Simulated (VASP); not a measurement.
# HfMgO: relaxation of cell and atoms with PBE

The system is HfMgO.

```
CELL_PARAMETERS angstrom
3.22708 0.00000 0.00000
0.00000 3.22708 0.00000
0.00000 0.00000 4.40694
ATOMIC_POSITIONS crystal
Mg 0.50000 0.50000 0.48798
Hf 0.00000 0.00000 0.86648
O 0.50000 0.50000 0.12648
```

| Quantity | Value |
| --- | --- |
| Program | VASP 6.6.1 |
| Task | relaxation of cell and atoms |
| Functional | PBE |
| Potentials or basis | VASP PAW PBE potentials, release 64 (Mg, Hf_pv, O) |
| Cutoff | 600 eV |
| k mesh | 6 × 6 × 4 |
| Occupations | gaussian, width 0.1 eV |
| Spin | no spin polarisation |
| Dipole correction | no |
| Further INCAR settings | ALGO = Normal; EDIFF = 1e-06; IBRION = 2; EDIFFG = -0.04; NSW = 90; ISIF = 3 |

```json
{"Relaxed volume": "15.45 Å³/atom", "Relaxed cell": "a = 3.080 Å, b = 3.080 Å, c = 4.887 Å, α = 90.00°, β = 90.00°, γ = 90.00°", "Space group after relaxing (to 0.05 Å)": "P4mm (No. 99)", "Energy gained by relaxing": "938.7 meV/atom", "Ionic steps": "32", "Pressure after relaxing": "0.0 GPa", "Largest force after relaxing": "0.026 eV/Å", "Band gap on the k mesh": "zero (band 9 reaches 5.30 eV, above the bottom of band 10 at 4.05 eV)"}
```

Forces on the atoms (eV/Å):
```
Mg   0.000  0.000  0.015
Hf   0.000  0.000  0.011
O    0.000  0.000 -0.026
```

Stress tensor (GPa, compression positive):
```
 0.10  0.00  0.00
 0.00  0.10  0.00
 0.00  0.00 -0.22
```

The path:
| step | energy change (eV) | largest force (eV/Å) | pressure (GPa) | volume (Å³) |
| --- | --- | --- | --- | --- |
| 1 | 0.0000 | 11.6312 | 16.99 | 45.89 |
| 2 | -2.2910 | 0.6556 | -6.55 | 56.18 |
| 3 | -2.2928 | 0.6675 | -6.57 | 56.05 |
| 4 | -2.2952 | 0.7169 | -6.66 | 55.86 |
| 5 | -2.2907 | 1.3377 | -7.04 | 54.11 |
| 6 | -2.4668 | 1.0730 | 5.67 | 48.67 |
| 7 | -2.4851 | 1.0669 | 2.24 | 49.80 |
| 8 | -2.5642 | 0.6208 | 0.17 | 50.11 |
| 9 | -2.5944 | 0.3908 | -1.10 | 50.37 |
| 10 | -2.6132 | 0.0886 | -2.95 | 50.88 |
| 11 | -2.6375 | 0.2026 | 2.56 | 48.04 |
| 12 | -2.6399 | 0.1718 | 1.19 | 48.67 |
| 13 | -2.6784 | 0.2360 | 1.31 | 47.64 |
| 14 | -2.6762 | 0.6706 | 4.12 | 44.42 |
| 15 | -2.7109 | 0.3259 | 1.95 | 46.36 |
| 16 | -2.7128 | 0.3866 | 2.45 | 45.84 |
| 17 | -2.7250 | 0.3791 | -2.53 | 47.12 |
| 18 | -2.7276 | 0.3798 | -1.11 | 46.73 |
| 19 | -2.7417 | 0.3866 | -1.06 | 46.45 |
| 20 | -2.7767 | 0.2569 | -0.19 | 45.62 |
| 21 | -2.6964 | 0.8402 | 2.83 | 43.91 |
| 22 | -2.7774 | 0.2267 | 0.11 | 45.42 |
| 23 | -2.7776 | 0.2130 | 0.26 | 45.34 |
| 24 | -2.7900 | 0.1918 | 0.75 | 45.36 |
| 25 | -2.8002 | 0.2559 | 1.33 | 45.38 |
| 26 | -2.8082 | 0.2376 | -0.54 | 46.23 |
| 27 | -2.8083 | 0.2403 | -0.67 | 46.31 |
| 28 | -2.8148 | 0.1440 | 0.19 | 46.21 |
| 29 | -2.8153 | 0.0919 | 0.43 | 46.17 |
| 30 | -2.8159 | 0.0392 | -0.28 | 46.46 |
| 31 | -2.8159 | 0.0442 | -0.15 | 46.41 |
| 32 | -2.8162 | 0.0264 | -0.01 | 46.35 |

Final structure:
```
CELL_PARAMETERS angstrom
3.07965 0.00000 0.00000
0.00000 3.07965 0.00000
0.00000 0.00000 4.88691
ATOMIC_POSITIONS crystal
Mg 0.50000 0.50000 0.48900
Hf 0.00000 0.00000 0.93829
O 0.50000 0.50000 0.05365
```

Levels at points of the mesh, in eV from the Fermi level:
```
           k point  band 5  band 6  band 7  band 8  band 9  band 10  band 11  band 12  band 13
(0.00, 0.00, 0.00)   -7.10   -5.37   -5.31   -5.31   -2.01     2.49     3.33     3.33     3.46
(0.50, 0.00, 0.00)   -8.35   -6.60   -6.32   -2.21   -1.65     1.19     2.08     3.36     5.09
(0.50, 0.50, 0.00)   -6.61   -6.61   -6.12   -0.19   -0.13    -0.13     2.77     3.19     3.19
(0.00, 0.00, 0.50)   -7.71   -5.32   -5.32   -3.11   -1.96    -1.08     2.86     3.13     3.13
(0.50, 0.00, 0.50)   -8.27   -6.72   -6.60   -1.56   -0.90     0.72     2.66     3.19     3.85
(0.50, 0.50, 0.50)   -6.64   -6.64   -6.28   -0.66   -0.66     1.86     2.91     3.51     5.76
```

Run time: 3 min on 1 thread of Intel(R) Xeon(R) 6975P-C (Granite Rapids), with other jobs on the host, peak memory 0.2 GiB.

Caveat: spin-orbit coupling is left out, which moves the levels of the heavy elements.
